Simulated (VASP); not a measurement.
# ReAs3Os2 (P4mm) in VASP: further runs

The runs below take ReAs3Os2 through single point, relaxation of cell and atoms, with PBE.

All numbers are computed with VASP 6.6.1; they aren't measurements. Logs are shortened: lines on timing, memory, paths and dates and some standing lists are left out, and cuts for length are marked.

## 1. The cell of the first run

It takes space group P4mm (No. 99, tetragonal). Conventional cell: a = 3.850 Å, b = 3.850 Å, c = 9.038 Å, α = 90.00°, β = 90.00°, γ = 90.00°. Within 3.4 Å of Re (site symmetry 4mm) lie 6 As at 2.58 to 2.96 Å and 4 Os at 3.06 Å. As (site symmetry 4mm) has 1 Re at 2.94 Å and 9 As at 3.26 to 3.85 Å within 3.9 Å. As (site symmetry 4mm) has 4 Re at 2.96 Å and 8 As at 3.26 to 3.85 Å within 3.9 Å. As (site symmetry 4mm) has 4 Os at 1.94 Å and 1 Re at 2.58 Å within 2.6 Å. Os (site symmetry 2mm) has 2 As at 1.94 Å within 2.6 Å.

## 2. Single point, PBE

INCAR reads:

```
PREC = Accurate ; ENCUT = 520
EDIFF = 1E-6 ; ISMEAR = 0
SIGMA = 0.1 ; LREAL = False
LASPH = True ; NELM = 100
ALGO = Normal ; ISIF = 2
LWAVE = False ; LCHARG = False
GGA = PE ; NBANDS = 28
```

KPOINTS reads:

```
Automatic mesh
0
Gamma
  4 4 2
```

POSCAR reads:

```
ReAs3Os2
1.0
    3.8504946300      0.0000000000      0.0000000000
    0.0000000000      3.8504946300      0.0000000000
    0.0000000000      0.0000000000      9.0382283100
Re As Os
1 3 2
Direct
    0.5000000000      0.5000000000      0.2748416400
    0.5000000000      0.5000000000      0.9495558600
    0.0000000000      0.0000000000      0.1474218900
    0.5000000000      0.5000000000      0.5601375200
    0.5000000000      0.0000000000      0.5383147000
    0.0000000000      0.5000000000      0.5383147000
```

Potentials or basis: VASP PAW PBE potentials, release 64 (Re, As, Os).

Run with:

```
$ cat potpaw_PBE.64/Re/POTCAR potpaw_PBE.64/As/POTCAR potpaw_PBE.64/Os/POTCAR > POTCAR
$ mpirun -np 1 vasp_std > vasp.out
```

OUTCAR:

```text
PREC = Accurate
   ENCUT = 520
   EDIFF = 1E-6
   ISMEAR = 0
   LREAL = False
   LASPH = True
   NELM = 100
   ISIF = 2
   GGA = PE

 ion  position               nearest neighbor table
   1  0.500  0.500  0.275-   4 2.58   2 2.94   3 2.96   3 2.96   3 2.96   3 2.96   5 3.06   6 3.06
                             6 3.06   5 3.06
   2  0.500  0.500  0.950-   1 2.94
   3  0.000  0.000  0.147-   1 2.96   1 2.96   1 2.96   1 2.96
   4  0.500  0.500  0.560-   5 1.94   6 1.94   5 1.94   6 1.94   1 2.58
   5  0.500  0.000  0.538-   4 1.94   4 1.94   6 2.72   6 2.72   6 2.72   6 2.72   1 3.06   1 3.06

   6  0.000  0.500  0.538-   4 1.94   4 1.94   5 2.72   5 2.72   5 2.72   5 2.72   1 3.06   1 3.06

  LATTYP: Found a simple tetragonal cell.
 ALAT       =     3.8504946300
 C/A-ratio  =     2.3472902000

  Lattice vectors:

 A1 = (   3.8504946300,   0.0000000000,   0.0000000000)
 A2 = (   0.0000000000,   3.8504946300,   0.0000000000)
 A3 = (   0.0000000000,   0.0000000000,   9.0382283100)

Analysis of symmetry for initial positions (statically):
=====================================================================
 Subroutine PRICEL returns:
 Original cell was already a primitive cell.

 Routine SETGRP: Setting up the symmetry group for a
 simple tetragonal supercell.

 Subroutine GETGRP returns: Found  8 space group operations
 (whereof  8 operations were pure point group operations)
 out of a pool of 16 trial point group operations.

The static configuration has the point symmetry C_4v.

Analysis of symmetry for dynamics (positions and initial velocities):
=====================================================================
 Subroutine PRICEL returns:
 Original cell was already a primitive cell.

 Routine SETGRP: Setting up the symmetry group for a
 simple tetragonal supercell.

 Subroutine GETGRP returns: Found  8 space group operations
 (whereof  8 operations were pure point group operations)
 out of a pool of 16 trial point group operations.

The dynamic configuration has the point symmetry C_4v.

 Subroutine INISYM returns: Found  8 space group operations
 (whereof  8 operations are pure point group operations),
 and found     1 'primitive' translations

----------------------------------------------------------------------------------------

                                     Primitive cell

  volume of cell :     134.0036

  direct lattice vectors                    reciprocal lattice vectors
     3.850494630  0.000000000  0.000000000     0.259706894  0.000000000  0.000000000
     0.000000000  3.850494630  0.000000000     0.000000000  0.259706894  0.000000000
     0.000000000  0.000000000  9.038228310     0.000000000  0.000000000  0.110641153

  length of vectors
     3.850494630  3.850494630  9.038228310     0.259706894  0.259706894  0.110641153

  position of ions in fractional coordinates (direct lattice)
     0.500000000  0.500000000  0.274841640
     0.500000000  0.500000000  0.949555860
     0.000000000  0.000000000  0.147421890
     0.500000000  0.500000000  0.560137520
     0.500000000  0.000000000  0.538314700
     0.000000000  0.500000000  0.538314700

  ion indices of the primitive-cell ions
   primitive index   ion index
                 1           1
                 2           2
                 3           3
                 4           4
                 5           5
                 6           6

----------------------------------------------------------------------------------------

 KPOINTS: Automatic mesh

Automatic generation of k-mesh.
 Grid dimensions read from file:
 generate k-points for:    4    4    2

 Generating k-lattice:

  Cartesian coordinates                     Fractional coordinates (reciprocal lattice)
     0.064926723  0.000000000  0.000000000     0.250000000  0.000000000  0.000000000
     0.000000000  0.064926723  0.000000000     0.000000000  0.250000000  0.000000000
     0.000000000  0.000000000  0.055320576     0.000000000  0.000000000  0.500000000

  Length of vectors
     0.064926723  0.064926723  0.055320576

  Shift w.r.t. Gamma in fractional coordinates (k-lattice)
     0.000000000  0.000000000  0.000000000

 Subroutine IBZKPT returns following result:
 ===========================================

 Found     12 irreducible k-points:

 Following reciprocal coordinates:
            Coordinates               Weight
  0.000000  0.000000  0.000000      1.000000
  0.250000  0.000000  0.000000      4.000000
  0.500000  0.000000  0.000000      2.000000
  0.250000  0.250000  0.000000      4.000000
  0.500000  0.250000  0.000000      4.000000
  0.500000  0.500000  0.000000      1.000000
  0.000000  0.000000  0.500000      1.000000
  0.250000  0.000000  0.500000      4.000000
  0.500000  0.000000  0.500000      2.000000
  0.250000  0.250000  0.500000      4.000000
  0.500000  0.250000  0.500000      4.000000
  0.500000  0.500000  0.500000      1.000000
   k-points           NKPTS =     12   k-points in BZ     NKDIM =     12   number of bands    NBANDS=     28
   number of dos      NEDOS =    301   number of ions     NIONS =      6
   total plane-waves  NPLWV =  63000
   dimension x,y,z NGX =    30 NGY =   30 NGZ =   70
   dimension x,y,z NGXF=    60 NGYF=   60 NGZF=  140
   ions per type =               1   3   2
   NGX,Y,Z   is equivalent  to a cutoff of  12.95, 12.95, 12.88 a.u.
   NGXF,Y,Z  is equivalent  to a cutoff of  25.91, 25.91, 25.75 a.u.
 SYSTEM =  unknown system
   PREC   = accura    normal or accurate (medium, high low for compatibility)
   ISTART =      0    job   : 0-new  1-cont  2-samecut
   ICHARG =      2    charge: 1-file 2-atom 10-const
   ISPIN  =      1    spin polarized calculation?
   LNONCOLLINEAR =      F non collinear calculations
   LSORBIT =      F    spin-orbit coupling
   LASPH  =      T    aspherical Exc in radial PAW
   ENCUT  =  520.0 eV  38.22 Ry    6.18 a.u.   7.16  7.16 16.81*2*pi/ulx,y,z
   NELM   =    100;   NELMIN=  2; NELMDL= -5     # of ELM steps
   EDIFF  = 0.1E-05   stopping-criterion for ELM
   LREAL  =      F    real-space projection
   EDIFFG = 0.1E-04   stopping-criterion for IOM
   NSW    =      0    number of steps for IOM
   IBRION =     -1    ionic relax: 0-MD 1-quasi-New 2-CG
   NFREE  =      0    steps in history (QN), initial steepest desc. (CG)
   ISIF   =      2    stress and relaxation
   ISYM   =      2    0-nonsym 1-usesym 2-fastsym
   POTIM  = 0.5000    time-step for ionic-motion
   TEBEG  =    0.0;   TEEND  =   0.0 temperature during run
   PSTRESS=    0.0 pullay stress
   NELECT =      38.0000    total number of electrons
   NUPDOWN=      -1.0000    fix difference up-down
   EMIN   =  10.00;   EMAX   =-10.00  energy-range for DOS
   EFERMI =   0.00;   METHOD = LEGACY
   ISMEAR =     0;   SIGMA  =   0.10  broadening in eV -4-tet -1-fermi 0-gaus
   EFERMI_NEDOS =   21; number of points for ismear=-14 and -15
   IALGO  =     38    algorithm
   IMIX   =      4    mixing-type and parameters
     AMIX     =   0.40;   BMIX     =  1.00
     AMIX_MAG =   1.60;   BMIX_MAG =  1.00
  volume/ion in A,a.u.               =      22.33       150.72
  Fermi-wavevector in a.u.,A,eV,Ry     =   1.075550  2.032495 15.739324  1.156808
  Thomas-Fermi vector in A             =   2.211410
   LORBIT       =      0    0 simple, 1 ext, 2 COOP (PROOUT), +10 PAW based schemes
   GGA     = PE    functional components
   LHFCALC =     F    Hartree Fock is set to
   AEXX    =    0.0000 exact exchange contribution
   IVDW    =     0    specifies the selected vdW correction
   LEPSILON=     F    determine dielectric tensor
   LRPA    =     F    only Hartree local field effects (RPA)
 non-spin polarized calculation
 Gauss-broadening in eV      SIGMA  =   0.10
  energy-cutoff  :      520.00
  volume of cell :      134.00
 maximum number of plane-waves:      3644
 NGX is ok and might be reduce to    30
   NGX = 15   NGY = 15   NGZ = 33

 number of electron      37.9999998 magnetization

 Free energy of the ion-electron system (eV)
  ---------------------------------------------------
  ext. energy  EPLUGINS =         0.00000000
  ---------------------------------------------------
  free energy    TOTEN  =       -29.10451525 eV

  energy without entropy =      -29.07644256  energy(sigma->0) =      -29.09047890

 E-fermi :   3.9677     XC(G=0): -10.1919

 val. band max:        3.9556738966   @ k =   0.0000   0.0000   0.0000
 cond. band min:       3.9717935892   @ k =   0.2500   0.2500   0.5000
 fundamental gap:      0.0161196926
 Fermi energy:         3.9677007197

 k-point     1 :       0.0000    0.0000    0.0000
  band No.  band energies     occupation
      1     -12.5015      2.00000
      2      -7.6059      2.00000
      3      -5.3125      2.00000
      4      -2.3375      2.00000
      5      -1.6294      2.00000
      6      -1.0637      2.00000
[... 20 lines left out ...]
     27       6.6210      0.00000
     28       8.5964      0.00000

 k-point     2 :       0.2500    0.0000    0.0000
  band No.  band energies     occupation
      1     -11.6116      2.00000
      2      -7.1537      2.00000
      3      -5.3378      2.00000
      4      -2.5434      2.00000
      5      -2.0440      2.00000
      6      -1.6991      2.00000
[... 20 lines left out ...]
     27       8.3972      0.00000
     28       9.0649      0.00000

 k-point     3 :       0.5000    0.0000    0.0000
  band No.  band energies     occupation
      1     -10.2091      2.00000
      2      -6.2065      2.00000
      3      -5.8962      2.00000
      4      -4.7291      2.00000
      5      -3.1927      2.00000
      6      -1.5598      2.00000
[... 244 lines left out ...]
      3      -5.7200      2.00000
      4      -5.4276      2.00000
      5      -3.8341      2.00000
      6      -3.0498      2.00000
[... 20 lines left out ...]
     27       8.1463      0.00000
     28       8.8663      0.00000

 k-point    12 :       0.5000    0.5000    0.5000
  band No.  band energies     occupation
      1      -7.1071      2.00000
      2      -5.9606      2.00000
      3      -5.9606      2.00000
      4      -5.7932      2.00000
      5      -5.4699      2.00000
      6      -4.2328      2.00000
[... 20 lines left out ...]
     27       7.9835      0.00000
     28       7.9836      0.00000

------------------------ aborting loop because EDIFF is reached ----------------------------------------

  FORCE on cell =-STRESS in cart. coord.  units (eV):
  Direction    XX          YY          ZZ          XY          YZ          ZX
  --------------------------------------------------------------------------------------
  -------------------------------------------------------------------------------------
  Total       56.4941779     56.4941779    -10.7643605      0.0000000      0.0000000      0.0000000
  in kB      675.4573377    675.4573377   -128.7011605      0.0000000      0.0000000      0.0000000
  external PRESSURE =     407.4045050 kB  Pullay stress =       0.0000000 kB

 VOLUME and BASIS-vectors are now :
 -----------------------------------------------------------------------------
  energy-cutoff  :      520.00
  volume of cell :      134.00
      direct lattice vectors                 reciprocal lattice vectors
     3.850494630  0.000000000  0.000000000     0.259706894  0.000000000  0.000000000
     0.000000000  3.850494630  0.000000000     0.000000000  0.259706894  0.000000000
     0.000000000  0.000000000  9.038228310     0.000000000  0.000000000  0.110641153

 POSITION                                       TOTAL-FORCE (eV/Angst)
 -----------------------------------------------------------------------------------
      1.92525      1.92525      2.48408         0.000000      0.000000     -1.534051
      1.92525      1.92525      8.58230         0.000000      0.000000      2.421484
      0.00000      0.00000      1.33243         0.000000     -0.000000      0.670969
      1.92525      1.92525      5.06265         0.000000     -0.000000      8.827608
      1.92525      0.00000      4.86541         0.000000      0.000000     -5.193005
      0.00000      1.92525      4.86541         0.000000      0.000000     -5.193005
 -----------------------------------------------------------------------------------
    total drift:                                0.000000      0.000000      0.002465

  FREE ENERGIE OF THE ION-ELECTRON SYSTEM (eV)
  ---------------------------------------------------
  free  energy   TOTEN  =       -29.1045152499 eV

  energy  without entropy=      -29.0764425583  energy(sigma->0) =      -29.09047890
```

It took 69 s on 1 thread of Intel Xeon Platinum 8375C at 2.90GHz (Ice Lake), shared host; peak memory 0.26 GiB.

Results:

```yaml
Free_energy: -29.1045 eV
Pressure: 40.7 GPa
Largest_force: 8.828 eV/Å
Band_gap_on_the_k_mesh: zero (band 19 reaches 4.46 eV, above the bottom of band 20 at 3.88 eV)
```

Forces in eV/Å, atoms in the order of the input:
```
Re   0.000  0.000 -1.534
As   0.000  0.000  2.421
As   0.000  0.000  0.671
As   0.000  0.000  8.828
Os   0.000  0.000 -5.193
Os   0.000  0.000 -5.193
```

Stress tensor (GPa, compression positive):
```
 67.55   0.00   0.00
  0.00  67.55   0.00
  0.00   0.00 -12.87
```

Levels at points of the mesh, in eV from the Fermi level:
| k point | band 15 | band 16 | band 17 | band 18 | band 19 | band 20 | band 21 | band 22 | band 23 | band 24 |
| --- | --- | --- | --- | --- | --- | --- | --- | --- | --- | --- |
| (0.00, 0.00, 0.00) | -0.99 | -0.87 | -0.37 | -0.34 | -0.01 | -0.01 | 0.54 | 1.39 | 1.50 | 1.50 |
| (0.50, 0.00, 0.00) | -1.72 | -1.27 | -0.88 | -0.71 | -0.28 | 0.11 | 0.18 | 1.37 | 1.63 | 2.24 |
| (0.50, 0.50, 0.00) | -1.50 | -0.99 | -0.34 | -0.34 | 0.49 | 0.57 | 0.58 | 0.58 | 0.97 | 1.03 |
| (0.00, 0.00, 0.50) | -0.91 | -0.87 | -0.34 | -0.14 | 0.01 | 0.01 | 0.53 | 1.41 | 1.41 | 1.81 |
| (0.50, 0.00, 0.50) | -1.72 | -1.69 | -0.87 | -0.70 | -0.33 | 0.09 | 0.40 | 0.99 | 1.46 | 1.59 |
| (0.50, 0.50, 0.50) | -1.63 | -0.99 | -0.69 | -0.69 | 0.41 | 0.57 | 1.03 | 1.05 | 1.05 | 1.10 |

Caveat: the k points lie up to 0.41 Å⁻¹ apart; spin-orbit coupling is left out, which moves the levels of the heavy elements; this functional lacks dispersion, which binds the layers, so the pressure and a relaxed spacing across them are unreliable; forces of over 1 eV/Å act on the atoms, so gaps and moduli don't describe the material at rest.

## 3. Single point, PBE

This run uses another cell than the first one, of 22.69 Å³/atom, 1.016 times its volume.

INCAR reads:

```
SYSTEM = ReAs3Os2
PREC = Accurate ; ENCUT = 520
EDIFF = 1E-7 ; ISMEAR = 0
SIGMA = 0.1 ; LREAL = .FALSE.
LASPH = .TRUE. ; NELM = 100
ALGO = Normal ; ISIF = 2
LWAVE = .FALSE. ; LCHARG = .FALSE.
GGA = PE ; NBANDS = 28
```

KPOINTS reads:

```
Automatic mesh
0
G
  4 4 2
  0 0 0
```

POSCAR reads:

```
ReAs3Os2
1.0
    4.1714485099      0.0000000000      0.0000000000
    0.0000000000      4.1714485099      0.0000000000
    0.0000000000      0.0000000000      7.8251776306
Re As Os
1 3 2
Direct
    0.5000000000      0.5000000000      0.2643652366
    0.5000000000      0.5000000000      0.9687991864
    0.0000000000      0.0000000000      0.2386570132
    0.5000000000      0.5000000000      0.6453878895
    0.5000000000      0.0000000000      0.4456884921
    0.0000000000      0.5000000000      0.4456884921
```

Potentials or basis: VASP PAW PBE potentials, release 64 (Re, As, Os).

Run with:

```
$ cat potpaw_PBE.64/Re/POTCAR potpaw_PBE.64/As/POTCAR potpaw_PBE.64/Os/POTCAR > POTCAR
$ mpirun -np 1 vasp_std > vasp.out
```

Run time: 61 s. Hardware: 1 thread of Intel Xeon Platinum 8375C at 2.90GHz (Ice Lake), shared host; peak memory 0.25 GiB.

Results (log left out):

* Free energy: -45.3450 eV
* Pressure: 0.2 GPa
* Largest force: 0.052 eV/Å
* Band gap on the k mesh: zero (band 19 reaches 4.61 eV, above the bottom of band 20 at 3.61 eV)

Forces on the atoms (eV/Å):
```
Re   0.000  0.000  0.052
As   0.000  0.000 -0.001
As   0.000  0.000 -0.036
As   0.000  0.000  0.026
Os   0.000  0.000 -0.021
Os   0.000  0.000 -0.021
```

Stress tensor (GPa, compression positive):
```
0.26 0.00 0.00
0.00 0.26 0.00
0.00 0.00 0.12
```

Levels at points of the mesh, in eV from the Fermi level:
| k point | band 17 | band 18 | band 19 | band 20 | band 21 | band 22 |
| --- | --- | --- | --- | --- | --- | --- |
| (0.00, 0.00, 0.00) | -0.47 | -0.44 | -0.44 | 0.94 | 0.99 | 1.56 |
| (0.50, 0.00, 0.00) | -0.99 | -0.82 | 0.48 | 0.71 | 0.74 | 1.01 |
| (0.50, 0.50, 0.00) | -1.19 | -1.19 | -0.51 | -0.36 | 0.19 | 1.18 |
| (0.00, 0.00, 0.50) | -0.47 | -0.09 | -0.09 | 0.75 | 0.92 | 1.53 |
| (0.50, 0.00, 0.50) | -1.04 | -0.70 | 0.18 | 0.49 | 0.62 | 1.42 |
| (0.50, 0.50, 0.50) | -1.82 | -1.17 | -1.17 | -0.51 | -0.36 | 1.36 |

Caveat: the k points lie up to 0.40 Å⁻¹ apart; spin-orbit coupling is left out, which moves the levels of the heavy elements.

(Continued in part 2 of 2.)
